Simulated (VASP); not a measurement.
Wanted: the native input for a VASP 6.6.1 run.

- Task: single point
- Functional: LDA
- Potentials or basis: VASP PAW LDA potentials, release 64 (Hf_pv, O)
- Cutoff: 520 eV
- k mesh: 6 × 6 × 8
- Occupations: gaussian, width 0.05 eV
- Spin: no spin polarisation
- Dipole correction: no
- Further INCAR settings: ALGO = Normal; EDIFF = 1e-06; NBANDS = 31

The structure of HfO2 lies in POSCAR:

```
HfO2
1.0
    4.7888991402      0.0000000000      0.0000000000
    0.0000000000      4.7888991402      0.0000000000
    0.0000000000      0.0000000000      3.1858186410
Hf O
2 4
Direct
    0.0156612194      0.0000000000      0.0000000000
    0.5156612194      0.5000000000      0.5000000000
    0.1951075730      0.8048924270      0.5000000000
    0.3048924270      0.3048924270      0.0000000000
    0.6951075730      0.6951075730      0.0000000000
    0.8048924270      0.1951075730      0.5000000000
```

This cell differs from its parent crystal: all Hf atoms moved +0.075 Å, as atom 1 along Cartesian [1 0 0].

These files were run (other wordings do the same):

INCAR

```
SYSTEM = HfO2
ALGO     = Normal         ! electronic algorithm
EDIFF    = 1E-6           ! SCF threshold, eV
ENCUT    = 520            ! plane-wave cutoff, eV
ISIF     = 2              ! what is computed and relaxed
ISMEAR   = 0              ! smearing method
LASPH    = .True.         ! aspherical terms in the spheres
LCHARG   = .True.         ! write CHGCAR
LELF     = .True.         ! ELF
LREAL    = .False.        ! projectors in reciprocal space
LVHAR    = .True.       
LWAVE    = .False.        ! write WAVECAR
NBANDS   = 31             ! bands
NELM     = 100            ! most SCF steps
PREC     = Accurate       ! precision mode
SIGMA    = 0.05           ! smearing width, eV
```

KPOINTS

```
k-points
0
Gamma
  6 6 8
  0 0 0
```

Potentials or basis: VASP PAW LDA potentials, release 64 (Hf_pv, O).

Command:

```sh
$ cat potpaw_LDA.64/Hf_pv/POTCAR potpaw_LDA.64/O/POTCAR > POTCAR
$ mpirun -np 1 vasp_std > vasp.out
```

It gave:

The pressure is -1.6 GPa, the largest force is 0.595 eV/Å and the band gap on the k mesh is 3.87 eV.

Caveat: the cell differs from its parent crystal (all Hf atoms moved +0.075 Å, as atom 1 along Cartesian [1 0 0]); spin-orbit coupling is left out, which moves the levels of the heavy elements.

It took 96 s on 1 thread of Intel(R) Xeon(R) Platinum 8259CL CPU @ 2.50GHz (Skylake/Cascade Lake), on a shared host, peak memory 0.26 GiB.
